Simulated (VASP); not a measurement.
# CuO (Tenorite) (C2/c) in VASP: notebook

Aim: see how the results for CuO (Tenorite) move with the level of theory and the settings. Levels: SVWN5, BLYP. Tasks: single point.

All numbers are computed with VASP 6.6.1; they aren't measurements. Logs are shortened: lines on timing, memory, paths and dates and some standing lists are left out, and cuts for length are marked.

### 1 The cell of the first run

It takes space group C2/c (No. 15, monoclinic). Conventional cell: a = 4.588 Å, b = 3.353 Å, c = 5.024 Å, α = 90.00°, β = 99.54°, γ = 90.00°. Within 2.5 Å of Cu (site symmetry -1) lie 4 O at 1.91 to 1.92 Å. Within 2.5 Å of O (site symmetry 2) lie 4 Cu at 1.91 to 1.92 Å.

### 2 Single point, SVWN5

INCAR reads:

```
SYSTEM = CuO
PREC = Accurate
ENCUT = 520
EDIFF = 1E-7
ISMEAR = -1
SIGMA = 0.05
LREAL = .FALSE.
LASPH = .TRUE.
NELM = 80
ALGO = Normal
ISIF = 2
LWAVE = .FALSE.
LCHARG = .FALSE.
GGA = VW
NBANDS = 25
```

KPOINTS reads:

```
regular mesh
0
G
  10 10 5
  0 0 0
```

POSCAR reads:

```
CuO
1.0
    2.2940437287     -1.6763657078      0.0000000000
    2.2940437287      1.6763657078      0.0000000000
   -0.8326750593      0.0000000000      4.9546185987
Cu O
2 2
Direct
    0.5000000000      0.0000000000      0.5000000000
    0.0000000000      0.5000000000      0.0000000000
    0.4184000000      0.5816000000      0.7500000000
    0.5816000000      0.4184000000      0.2500000000
```

Potentials or basis: VASP PAW PBE potentials, release 64 (Cu, O).

Started as:

```sh
> cat potpaw_PBE.64/Cu/POTCAR potpaw_PBE.64/O/POTCAR > POTCAR
> mpirun -np 1 vasp_std > vasp.out
```

OUTCAR:

```text
SYSTEM = CuO
   PREC = Accurate
   ENCUT = 520
   EDIFF = 1E-7
   ISMEAR = -1
   LREAL = .FALSE.
   LASPH = .TRUE.
   NELM = 80
   ISIF = 2
   GGA = VW

 ion  position               nearest neighbor table
   1  0.500  0.000  0.500-   3 1.91   4 1.91   4 1.92   3 1.92
   2  0.000  0.500  0.000-   4 1.91   3 1.91   4 1.92   3 1.92
   3  0.418  0.582  0.750-   2 1.91   1 1.91   2 1.92   1 1.92
   4  0.582  0.418  0.250-   1 1.91   2 1.91   2 1.92   1 1.92

  LATTYP: Found a base centered monoclinic cell.
 ALAT       =     4.5880874574
 B/A-ratio  =     0.7307470589
 C/A-ratio  =     1.0950317057
 COS(beta)  =    -0.1657361228

  Lattice vectors:

 A1 = (   2.2940437287,  -1.6763657078,   0.0000000000)
 A2 = (   2.2940437287,   1.6763657078,   0.0000000000)
 A3 = (  -0.8326750593,   0.0000000000,   4.9546185987)

Analysis of symmetry for initial positions (statically):
=====================================================================
 Subroutine PRICEL returns:
 Original cell was already a primitive cell.

 Routine SETGRP: Setting up the symmetry group for a
 base centered monoclinic supercell.

 Subroutine GETGRP returns: Found  4 space group operations
 (whereof  2 operations were pure point group operations)
 out of a pool of  4 trial point group operations.

The static configuration has the point symmetry S_2 .
 The point group associated with its full space group is C_2h.

Analysis of symmetry for dynamics (positions and initial velocities):
=====================================================================
 Subroutine PRICEL returns:
 Original cell was already a primitive cell.

 Routine SETGRP: Setting up the symmetry group for a
 base centered monoclinic supercell.

 Subroutine GETGRP returns: Found  4 space group operations
 (whereof  2 operations were pure point group operations)
 out of a pool of  4 trial point group operations.

The dynamic configuration has the point symmetry S_2 .
 The point group associated with its full space group is C_2h.

 Subroutine INISYM returns: Found  4 space group operations
 (whereof  2 operations are pure point group operations),
 and found     1 'primitive' translations

----------------------------------------------------------------------------------------

                                     Primitive cell

  volume of cell :      38.1075

  direct lattice vectors                    reciprocal lattice vectors
     2.294043729 -1.676365708  0.000000000     0.217955741 -0.298264274  0.036629723
     2.294043729  1.676365708  0.000000000     0.217955741  0.298264274  0.036629723
    -0.832675059  0.000000000  4.954618599     0.000000000  0.000000000  0.201831883

  length of vectors
     2.841274118  2.841274118  5.024101234     0.371225024  0.371225024  0.201831883

  position of ions in fractional coordinates (direct lattice)
     0.500000000  0.000000000  0.500000000
     0.000000000  0.500000000  0.000000000
     0.418400000  0.581600000  0.750000000
     0.581600000  0.418400000  0.250000000

  ion indices of the primitive-cell ions
   primitive index   ion index
                 1           1
                 2           2
                 3           3
                 4           4

----------------------------------------------------------------------------------------

 KPOINTS: regular mesh

Automatic generation of k-mesh.
 Grid dimensions read from file:
 generate k-points for:   10   10    5

 Generating k-lattice:

  Cartesian coordinates                     Fractional coordinates (reciprocal lattice)
     0.021795574 -0.029826427  0.003662972     0.100000000  0.000000000  0.000000000
     0.021795574  0.029826427  0.003662972     0.000000000  0.100000000  0.000000000
     0.000000000  0.000000000  0.040366377     0.000000000  0.000000000  0.200000000

  Length of vectors
     0.037122502  0.037122502  0.040366377

  Shift w.r.t. Gamma in fractional coordinates (k-lattice)
     0.000000000  0.000000000  0.000000000

 Subroutine IBZKPT returns following result:
 ===========================================

 Found    141 irreducible k-points:

 Following reciprocal coordinates:
            Coordinates               Weight
  0.000000  0.000000  0.000000      1.000000
  0.100000  0.000000 -0.000000      4.000000
  0.200000  0.000000 -0.000000      4.000000
  0.300000  0.000000 -0.000000      4.000000
  0.400000  0.000000  0.000000      4.000000
  0.500000 -0.000000 -0.000000      2.000000
[... 16 lines left out ...]
  0.300000  0.300000 -0.000000      2.000000
  0.400000  0.300000  0.000000      4.000000
 [... further k-points ...]
   k-points           NKPTS =    141   k-points in BZ     NKDIM =    141   number of bands    NBANDS=     25
   number of dos      NEDOS =    301   number of ions     NIONS =      4
   total plane-waves  NPLWV =  23040
   dimension x,y,z NGX =    24 NGY =   24 NGZ =   40
   dimension x,y,z NGXF=    48 NGYF=   48 NGZF=   80
   ions per type =               2   2
   NGX,Y,Z   is equivalent  to a cutoff of  14.04, 14.04, 13.24 a.u.
   NGXF,Y,Z  is equivalent  to a cutoff of  28.09, 28.09, 26.47 a.u.
 SYSTEM =  CuO
   PREC   = accura    normal or accurate (medium, high low for compatibility)
   ISTART =      0    job   : 0-new  1-cont  2-samecut
   ICHARG =      2    charge: 1-file 2-atom 10-const
   ISPIN  =      1    spin polarized calculation?
   LNONCOLLINEAR =      F non collinear calculations
   LSORBIT =      F    spin-orbit coupling
   LASPH  =      T    aspherical Exc in radial PAW
   ENCUT  =  520.0 eV  38.22 Ry    6.18 a.u.   5.28  5.28  9.34*2*pi/ulx,y,z
   NELM   =     80;   NELMIN=  2; NELMDL= -5     # of ELM steps
   EDIFF  = 0.1E-06   stopping-criterion for ELM
   LREAL  =      F    real-space projection
   EDIFFG = 0.1E-05   stopping-criterion for IOM
   NSW    =      0    number of steps for IOM
   IBRION =     -1    ionic relax: 0-MD 1-quasi-New 2-CG
   NFREE  =      0    steps in history (QN), initial steepest desc. (CG)
   ISIF   =      2    stress and relaxation
   ISYM   =      2    0-nonsym 1-usesym 2-fastsym
   POTIM  = 0.5000    time-step for ionic-motion
   TEBEG  =    0.0;   TEEND  =   0.0 temperature during run
   PSTRESS=    0.0 pullay stress
   NELECT =      34.0000    total number of electrons
   NUPDOWN=      -1.0000    fix difference up-down
   EMIN   =  10.00;   EMAX   =-10.00  energy-range for DOS
   EFERMI =   0.00;   METHOD = LEGACY
   ISMEAR =    -1;   SIGMA  =   0.05  broadening in eV -4-tet -1-fermi 0-gaus
   EFERMI_NEDOS =   21; number of points for ismear=-14 and -15
   IALGO  =     38    algorithm
   IMIX   =      4    mixing-type and parameters
     AMIX     =   0.40;   BMIX     =  1.00
     AMIX_MAG =   1.60;   BMIX_MAG =  1.00
  volume/ion in A,a.u.               =       9.53        64.29
  Fermi-wavevector in a.u.,A,eV,Ry     =   1.576029  2.978263 33.795074  2.483868
  Thomas-Fermi vector in A             =   2.676924
   LORBIT       =      0    0 simple, 1 ext, 2 COOP (PROOUT), +10 PAW based schemes
   GGA     = VW    functional components
   LHFCALC =     F    Hartree Fock is set to
   AEXX    =    0.0000 exact exchange contribution
   IVDW    =     0    specifies the selected vdW correction
   LEPSILON=     F    determine dielectric tensor
   LRPA    =     F    only Hartree local field effects (RPA)
 non-spin polarized calculation
  energy-cutoff  :      520.00
  volume of cell :       38.11
 maximum number of plane-waves:      1039
 NGX is ok and might be reduce to    24
   NGX = 11   NGY = 11   NGZ = 19

 number of electron      33.9999992 magnetization

 Free energy of the ion-electron system (eV)
  ---------------------------------------------------
  ext. energy  EPLUGINS =         0.00000000
  ---------------------------------------------------
  free energy    TOTEN  =       -23.14904932 eV

  energy without entropy =      -23.13057582  energy(sigma->0) =      -23.13981257

 E-fermi :   6.1226     XC(G=0): -12.7854

 val. band max:        6.1208029386   @ k =   0.5000  -0.0000  -0.0000
 cond. band min:       6.1279726090   @ k =  -0.4000   0.2000   0.4000
 fundamental gap:      0.0071696703
 Fermi energy:         6.1225703989

 k-point     1 :       0.0000    0.0000    0.0000
  band No.  band energies     occupation
      1     -14.1348      2.00000
      2     -12.5548      2.00000
      3      -2.7345      2.00000
      4       0.0453      2.00000
      5       0.4721      2.00000
      6       2.4658      2.00000
[... 17 lines left out ...]
     24      22.6375      0.00000
     25      23.0623      0.00000

 k-point     2 :       0.1000    0.0000   -0.0000
  band No.  band energies     occupation
      1     -14.0552      2.00000
      2     -12.5307      2.00000
      3      -2.6163      2.00000
      4       0.0271      2.00000
      5       0.4404      2.00000
      6       1.6610      2.00000
[... 17 lines left out ...]
     24      22.2901      0.00000
     25      23.4308      0.00000

 k-point     3 :       0.2000    0.0000   -0.0000
  band No.  band energies     occupation
      1     -13.8377      2.00000
      2     -12.4665      2.00000
      3      -2.2993      2.00000
      4      -0.0420      2.00000
      5       0.2942      2.00000
      6       0.5776      2.00000
[... 17 lines left out ...]
     24      21.3644      0.00000
     25      22.9565      0.00000

 k-point     4 :       0.3000    0.0000   -0.0000
  band No.  band energies     occupation
      1     -13.5481      2.00000
      2     -12.3853      2.00000
      3      -1.8978      2.00000
      4      -0.6897      2.00000
      5      -0.1234      2.00000
      6       0.4479      2.00000
[... 17 lines left out ...]
     24      20.2586      0.00000
     25      22.5273      0.00000
[... 477 lines left out ...]
 k-point    22 :      -0.2000    0.2000    0.0000
  band No.  band energies     occupation
      1     -13.4813      2.00000
      2     -12.3540      2.00000
      3      -1.7939      2.00000
      4      -0.1691      2.00000
      5      -0.1534      2.00000
      6       0.1957      2.00000
[... 17 lines left out ...]
     24      20.1483      0.00000
     25      20.5982      0.00000

 k-point    23 :       0.3000    0.3000   -0.0000
  band No.  band energies     occupation
      1     -13.1915      2.00000
      2     -12.3389      2.00000
      3      -1.2855      2.00000
      4      -0.7383      2.00000
      5       0.2994      2.00000
      6       0.3148      2.00000
[... 17 lines left out ...]
     24      20.9983      0.00000
     25      21.2677      0.00000

 k-point    24 :       0.4000    0.3000    0.0000
  band No.  band energies     occupation
      1     -12.9625      2.00000
      2     -12.2868      2.00000
      3      -1.2873      2.00000
      4      -0.9725      2.00000
      5       0.0640      2.00000
      6       0.2797      2.00000
[... 17 lines left out ...]
     24      19.8029      0.00000
     25      20.7665      0.00000

 [... further k-points ...]

------------------------ aborting loop because EDIFF is reached ----------------------------------------

  FORCE on cell =-STRESS in cart. coord.  units (eV):
  Direction    XX          YY          ZZ          XY          YZ          ZX
  --------------------------------------------------------------------------------------
  -------------------------------------------------------------------------------------
  Total        0.5890198      0.8943756      0.5215373      0.0000000      0.0000000     -0.3301044
  in kB       24.7645134     37.6027702     21.9273066      0.0000000      0.0000000    -13.8787790
  external PRESSURE =      28.0981968 kB  Pullay stress =       0.0000000 kB

 VOLUME and BASIS-vectors are now :
 -----------------------------------------------------------------------------
  energy-cutoff  :      520.00
  volume of cell :       38.11
      direct lattice vectors                 reciprocal lattice vectors
     2.294043729 -1.676365708  0.000000000     0.217955741 -0.298264274  0.036629723
     2.294043729  1.676365708  0.000000000     0.217955741  0.298264274  0.036629723
    -0.832675059  0.000000000  4.954618599     0.000000000  0.000000000  0.201831883

 POSITION                                       TOTAL-FORCE (eV/Angst)
 -----------------------------------------------------------------------------------
      0.73068     -0.83818      2.47731        -0.000000     -0.000000      0.000000
      1.14702      0.83818      0.00000        -0.000000      0.000000      0.000000
      1.66954      0.27358      3.71596        -0.000000     -0.226551      0.000000
      2.08587     -0.27358      1.23865         0.000000      0.226551      0.000000
 -----------------------------------------------------------------------------------
    total drift:                                0.000000     -0.000000     -0.000000

  FREE ENERGIE OF THE ION-ELECTRON SYSTEM (eV)
  ---------------------------------------------------
  free  energy   TOTEN  =       -23.1490493168 eV

  energy  without entropy=      -23.1305758193  energy(sigma->0) =      -23.13981257
```

Run time: 83 s. Hardware: 1 thread of Intel Xeon Platinum 8375C at 2.90GHz (Ice Lake), shared host; peak memory 0.22 GiB.

Results:

| Item | Value |
| --- | --- |
| Free energy | -23.1490 eV |
| Pressure | 2.8 GPa |
| Largest force | 0.227 eV/Å |
| Band gap on the k mesh | zero (band 17 reaches 6.40 eV, above the bottom of band 18 at 5.79 eV) |

Forces in eV/Å, atoms in the order of the input:
```
Cu   0.000  0.000  0.000
Cu   0.000  0.000  0.000
O    0.000 -0.227  0.000
O    0.000  0.227  0.000
```

Stress tensor (GPa, compression positive):
```
 2.48  0.00 -1.39
 0.00  3.76  0.00
-1.39  0.00  2.19
```

Caveat: the PAW data sets were made with another functional, which shifts forces and pressure a little; semilocal functionals often make such compounds metallic where correlation or magnetic order opens a gap, which also shifts bond lengths.

### 3 Single point, BLYP

This run uses another cell than the first one, of 9.73 Å³/atom, 1.021 times its volume.

INCAR: that of step 2 with these lines changed.

```diff
@@ -13,3 +13,7 @@
 LCHARG = .FALSE.
-GGA = VW
+GGA = B5
+ALDAX = 1.0
+AGGAX = 1.0
+AGGAC = 1.0
+ALDAC = 0.0
 NBANDS = 25
```

KPOINTS is that of step 2.

POSCAR reads:

```
CuO
1.0
    2.3101994985     -1.6881714891      0.0000000000
    2.3101994985      1.6881714891      0.0000000000
   -0.8385391614      0.0000000000      4.9895114286
Cu O
2 2
Direct
    0.5000000000      0.0000000000      0.5000000000
    0.0000000000      0.5000000000      0.0000000000
    0.4184000000      0.5816000000      0.7500000000
    0.5816000000      0.4184000000      0.2500000000
```

Potentials or basis: VASP PAW PBE potentials, release 64 (Cu, O).

Started as:

```sh
> cat potpaw_PBE.64/Cu/POTCAR potpaw_PBE.64/O/POTCAR > POTCAR
> mpirun -np 1 vasp_std > vasp.out
```

Run time: 2 min. Hardware: 1 thread of Intel Xeon Platinum 8375C at 2.90GHz (Ice Lake), shared host; peak memory 0.24 GiB.

It converged, with:

```
Free energy            : -17.7398 eV
Pressure               : 22.5 GPa
Largest force          : 0.030 eV/Å
Band gap on the k mesh : zero (band 17 reaches 6.89 eV, above the bottom of band 18 at 6.30 eV)
```

Forces on the atoms (eV/Å):
```
Cu   0.000  0.000  0.000
Cu   0.000  0.000  0.000
O    0.000 -0.030  0.000
O    0.000  0.030  0.000
```

Stress tensor (GPa, compression positive):
```
22.70  0.00 -2.51
 0.00 20.96  0.00
-2.51  0.00 23.85
```

Levels at points of the mesh, in eV from the Fermi level:
```
           k point  band 15  band 16  band 17  band 18  band 19  band 20
(0.00, 0.00, 0.00)    -2.36    -1.83     0.20     0.97     2.04     6.39
(0.50, 0.00, 0.00)    -1.65    -1.55     0.01     0.24     5.00     6.68
(0.50, 0.50, 0.00)    -1.72    -1.36    -0.74     1.10     3.47     7.33
```

Caveat: the PAW data sets were made with another functional, which shifts forces and pressure a little; semilocal functionals often make such compounds metallic where correlation or magnetic order opens a gap, which also shifts bond lengths. With open d or f shells a metallic result of BLYP can be an artefact of self-interaction; +U or a hybrid may open a gap.

### 4 Single point, SVWN5

This run uses another cell than the first one, of 9.73 Å³/atom, 1.021 times its volume.

INCAR reads:

```
SYSTEM = CuO
PREC = Accurate
ENCUT = 520
EDIFF = 1E-6
ISMEAR = -1
SIGMA = 0.05
LREAL = .False.
LASPH = .True.
NELM = 80
ALGO = Normal
ISIF = 2
LWAVE = .False.
LCHARG = .True.
GGA = VW
LELF = .True.
LVHAR = .True.
NBANDS = 25
```

KPOINTS reads:

```
regular mesh
0
Gamma
  10 10 5
  0 0 0
```

POSCAR is that of step 3.

Started as:

```sh
> cat potpaw_PBE.64/Cu/POTCAR potpaw_PBE.64/O/POTCAR > POTCAR
> mpirun -np 1 vasp_std > vasp.out
```

Wall time 90 s (1 thread of Intel Xeon Platinum 8375C at 2.90GHz (Ice Lake), shared host); peak memory 0.22 GiB.

Results (log left out):

```
Free energy            : -23.1532 eV
Pressure               : -1.6 GPa
Largest force          : 0.302 eV/Å
Band gap on the k mesh : zero (band 17 reaches 6.09 eV, above the bottom of band 18 at 5.48 eV)
```

Forces on the atoms (eV/Å):
```
Cu   0.000  0.000  0.000
Cu   0.000  0.000  0.000
O    0.000 -0.302  0.000
O    0.000  0.302  0.000
```

Stress tensor (GPa, compression positive):
```
-2.19  0.00 -0.78
 0.00  0.32  0.00
-0.78  0.00 -3.07
```

Levels at points of the mesh, in eV from the Fermi level:
```tsv
k point	band 15	band 16	band 17	band 18	band 19	band 20
(0.00, 0.00, 0.00)	-2.28	-1.73	0.23	0.98	1.90	6.03
(0.50, 0.00, 0.00)	-1.58	-1.48	0.00	0.25	4.74	6.42
(0.50, 0.50, 0.00)	-1.72	-1.27	-0.68	1.11	3.15	7.12
```

Caveat: the PAW data sets were made with another functional, which shifts forces and pressure a little; semilocal functionals often make such compounds metallic where correlation or magnetic order opens a gap, which also shifts bond lengths.

### 5 Overview

| level | cell | gap on the mesh (eV) | pressure (GPa) | largest force (eV/Å) |
| --- | --- | --- | --- | --- |
| SVWN5 | a = 2.841, b = 2.841, c = 5.024 Å, angles 97.7, 97.7, 72.3°, 4 atoms | none | 2.8 | 0.23 |
| BLYP | a = 2.861, b = 2.861, c = 5.059 Å, angles 97.7, 97.7, 72.3°, 4 atoms | none | 22.5 | 0.03 |
| SVWN5 | a = 2.861, b = 2.861, c = 5.059 Å, angles 97.7, 97.7, 72.3°, 4 atoms | none | -1.6 | 0.30 |

Alike in all rows: task single point; potentials or basis VASP PAW PBE potentials, release 64 (Cu, O); no spin polarisation; k mesh 10 × 10 × 5; cutoff (eV) 520; smearing fermi-dirac 0.05 eV.

Caveats: the PAW data sets were made with another functional, which shifts forces and pressure a little; semilocal functionals often make such compounds metallic where correlation or magnetic order opens a gap, which also shifts bond lengths.

Total energies depend on the potentials used, so only differences within one code and one set of settings carry meaning.
